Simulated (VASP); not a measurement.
The system is Ge.

```xyz
2
Lattice="0.0000 2.8288 2.8288 2.8288 0.0000 2.8288 2.8288 2.8288 0.0000" Properties=species:S:1:pos:R:3 pbc="T T T"
Ge    2.8288    2.8288    2.8288
Ge    4.2432    4.2432    4.2432
```

Base run:

* Program: VASP 6.6.1
* Functional: PBEsol
* Potentials or basis: VASP PAW PBE potentials, release 64 (Ge_d)
* Cutoff: 520 eV
* k mesh: 10 × 10 × 10
* Occupations: fermi-dirac, width 0.05 eV
* Spin: no spin polarisation

Its results: pressure 0.3 GPa.

**Question.** After a change of settings the same cell gave: pressure 3.6 GPa. Which change was it?
A. functional from PBEsol to PBE
B. further incar settings from ALGO = Normal; EDIFF = 1e-06; NBANDS = 21 to ALGO = Normal; EDIFF = 1e-08; NBANDS = 21
C. functional from PBEsol to r2SCAN; further incar settings from ALGO = Normal; EDIFF = 1e-06; NBANDS = 21 to ALGO = Normal; EDIFF = 1e-08; NBANDS = 21

**Answer.** A.

PBE binds less tightly than PBEsol, so the same cell stands under more pressure.

Caveats: the PAW data sets were made with another functional, which shifts forces and pressure a little (some runs).
